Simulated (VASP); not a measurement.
Crystal: ScSb2P3.

```xyz
6
Lattice="3.5484 0.0000 0.0000 0.0000 3.5484 0.0000 0.0000 0.0000 10.6305" Properties=species:S:1:pos:R:3 pbc="T T T"
Sc    0.0000    0.0000    0.0000
Sb    1.7742    1.7742    2.7811
Sb    1.7742    1.7742    7.8494
P     0.0000    1.7742    5.3153
P     1.7742    0.0000    5.3153
P     1.7742    1.7742    0.0000
```

The cell was generated, and may not be a known phase.

| Quantity | Value |
| --- | --- |
| Program | VASP 6.6.1 |
| Task | relaxation of cell and atoms |
| Functional | PBE |
| Potentials or basis | VASP PAW PBE potentials, release 64 (Sc_sv, Sb, P) |
| Cutoff | 600 eV |
| k mesh | 10 × 10 × 4 |
| Occupations | gaussian, width 0.1 eV |
| Spin | no spin polarisation |

At the start: pressure 0.0 GPa; volume 22.31 Å³/atom.

**Question.** How do energy, volume and symmetry change on relaxing?

**Answer.** Over 8 steps the energy falls by 7.2 meV/atom and the volume is 22.46 Å³/atom (+0.7 %); space group P4/mmm (No. 123, to 0.1 Å) before and after.

The path:
| step | energy change (eV) | largest force (eV/Å) | pressure (GPa) | volume (Å³) |
| --- | --- | --- | --- | --- |
| 1 | 0.0000 | 0.2006 | 0.02 | 133.85 |
| 2 | -0.0055 | 0.1935 | 0.00 | 133.90 |
| 3 | -0.0187 | 0.1943 | 0.05 | 134.02 |
| 4 | -0.0348 | 0.1385 | 0.40 | 134.20 |
| 5 | -0.0386 | 0.0923 | 0.10 | 134.83 |
| 6 | -0.0400 | 0.0437 | -0.21 | 135.50 |
| 7 | -0.0422 | 0.0222 | -0.11 | 135.16 |
| 8 | -0.0431 | 0.0041 | 0.03 | 134.77 |

Final structure:
```yaml
crystal:
  lattice:
    - [3.50690, 0.00000, 0.00000]
    - [0.00000, 3.50690, 0.00000]
    - [0.00000, 0.00000, 10.95807]
  atoms:
    - { symbol: Sc, position: [0.00000, 0.00000, 0.00000] }
    - { symbol: Sb, position: [0.50000, 0.50000, 0.24955] }
    - { symbol: Sb, position: [0.50000, 0.50000, 0.75045] }
    - { symbol: P, position: [0.00000, 0.50000, 0.50000] }
    - { symbol: P, position: [0.50000, 0.00000, 0.50000] }
    - { symbol: P, position: [0.50000, 0.50000, 0.00000] }
```
